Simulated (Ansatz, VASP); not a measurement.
## One calculation of Co, two programs

File INCAR:

```
PREC = Accurate ; ENCUT = 600
EDIFF = 1E-6 ; ISMEAR = -5
SIGMA = 0.1 ; LREAL = F
LASPH = T ; NELM = 200
ALGO = Normal ; ISIF = 2
LWAVE = F ; LCHARG = F
ISPIN = 2 ; MAGMOM = 2.12
LORBIT = 11 ; LMAXMIX = 4
LDAU = T ; LDAUTYPE = 2
LDAUL = 2 ; LDAUU = 2
LDAUJ = 0 ; LDAUPRINT = 1
GGA = PE ; NBANDS = 14
GGA_COMPAT = F
```

The input KPOINTS:

```
regular mesh
0
Gamma
  13 13 13
```

File POSCAR:

```
Co
1.0
   -1.4023200000      1.4023200000      1.4023200000
    1.4023200000     -1.4023200000      1.4023200000
    1.4023200000      1.4023200000     -1.4023200000
Co
1
Direct
    0.0000000000      0.0000000000      0.0000000000
```

input.yaml

```yaml
crystal:
  lattice: { a: 2.80464, b: 2.80464, c: 2.80464, alpha: 90.0, beta: 90.0, gamma: 90.0 }
  space_group: 229
  reduce_to_primitive: true
  atoms:
    - { symbol: Co, wyckoff: "2a", position: [0.0, 0.0, 0.0], spin: 2.0 }
hamiltonian:
  xc: pbe
  pseudopotentials: { kind: paw, source: jth }
  hubbard: { sites: [{ species: Co, l: d, u_eff: 2.0 }], double_counting: fll }
magnetization:
  spin_polarized: true
kpoints:
  mp_grid: { grid: [13, 13, 13] }
scf:
  occupations: { method: tetrahedron }
output:
  forces: true
  stress: true
  write_density: true
  write_potential: true
  elf: true
  volumetric_format: npy
```

Alike in both runs: task single point; functional PBE; k mesh 13 × 13 × 13; occupations tetrahedron; collinear spin; Hubbard terms Co d U = 2.0 eV.

```csv
,VASP,Ansatz
version,VASP 6.6.1,Ansatz 0.2.0
potentials or method,"VASP PAW PBE potentials, release 64 (Co)",JTH PAW
plane-wave cutoff (eV),600,1320
valence electrons in the cell,9,17
```

```tsv
	VASP	Ansatz	Ansatz less VASP
gap on the k mesh at the Fermi level (eV)	none	none	-
pressure (GPa)	3.3	7.2	+3.92
net moment per atom (μB)	1.86	1.85	-0.016
size of the moment on the site where the two differ most (μB)	1.91	1.93	+0.021
```

Site moments also hang on the region over which each program counts them. The programs project onto different local orbitals, so the same U acts differently, and such runs can settle in different states. A gap of «none» marks a metal or a gap that the smearing closes. VASP's potentials hold 9 valence electrons a cell and Ansatz's 17, so a difference there can come from the potentials and not from the codes.

Noted on Ansatz's run: the magnetic or orbital state may not be the lowest.
